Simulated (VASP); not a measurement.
Here is a VASP 6.6.1 calculation.

POSCAR

```
TaSi2
1.0
    4.7256465731      0.0000000000      0.0000000000
   -2.3628232865      4.0925299817      0.0000000000
    0.0000000000      0.0000000000      6.5048198185
Ta Si
3 6
Direct
    0.5000000000      0.0000000000      0.5000000000
    0.5000000000      0.5000000000      0.8333333333
    0.0000000000      0.5000000000      0.1666666667
    0.1584368112      0.3168736223      0.5000000000
    0.8415631888      0.1584368112      0.8333333333
    0.6831263777      0.8415631888      0.1666666667
    0.8415631888      0.6831263777      0.5000000000
    0.1584368112      0.8415631888      0.8333333333
    0.3168736223      0.1584368112      0.1666666667
```

INCAR.step1

```
SYSTEM = TaSi2
ALGO = Normal
EDIFF = 1E-4
ENCUT = 520
GGA = PE
ISMEAR = 0
LASPH = .TRUE.
LCHARG = .FALSE.
LREAL = .FALSE.
LWAVE = .TRUE.
NBANDS = 38
NELM = 60
PREC = Accurate
SIGMA = 0.1
```

File INCAR.step2:

```
SYSTEM = TaSi2
ALGO = Normal
EDIFF = 1E-6
ENCUT = 520
ISIF = 2
ISMEAR = 0
ISTART = 1
LASPH = .TRUE.
LCHARG = .TRUE.
LELF = .TRUE.
LMIXTAU = .TRUE.
LREAL = .FALSE.
LVHAR = .TRUE.
LWAVE = .FALSE.
METAGGA = R2SCAN
NBANDS = 38
NELM = 60
PREC = Accurate
SIGMA = 0.1
```

The input KPOINTS:

```
k-points
0
G
  12 12 6
  0 0 0
```

Potentials or basis: VASP PAW PBE potentials, release 64 (Ta_pv, Si).

The run is started by

```console
$ cat potpaw_PBE.64/Ta_pv/POTCAR potpaw_PBE.64/Si/POTCAR > POTCAR
$ cp INCAR.step1 INCAR
$ mpirun -np 1 vasp_std > vasp.out
$ cp INCAR.step2 INCAR
$ mpirun -np 1 vasp_std > vasp.out
```

**Question.** Predict the band gap on the k mesh.

**Answer.** Zero (an odd number of electrons rules out a gap without spin polarisation).

**Question.** What does it give for the largest force?

**Answer.** 0.008 eV/Å.

**Question.** What does it give for the pressure?

**Answer.** 6.6 GPa.

Forces in eV/Å, atoms in the order of the input:
```
Ta   0.000  0.000  0.000
Ta   0.000  0.000  0.000
Ta   0.000  0.000  0.000
Si   0.000 -0.008  0.000
Si   0.007 -0.004  0.000
Si   0.007  0.004  0.000
Si   0.000  0.008  0.000
Si  -0.007  0.004  0.000
Si  -0.007 -0.004  0.000
```

Caveat: the cell stands under pressure; the PAW data sets were made with another functional, which shifts forces and pressure a little; spin-orbit coupling is left out, which moves the levels of the heavy elements; an odd number of electrons without spin polarisation forces a metal; a magnetic or distorted state may lie lower.
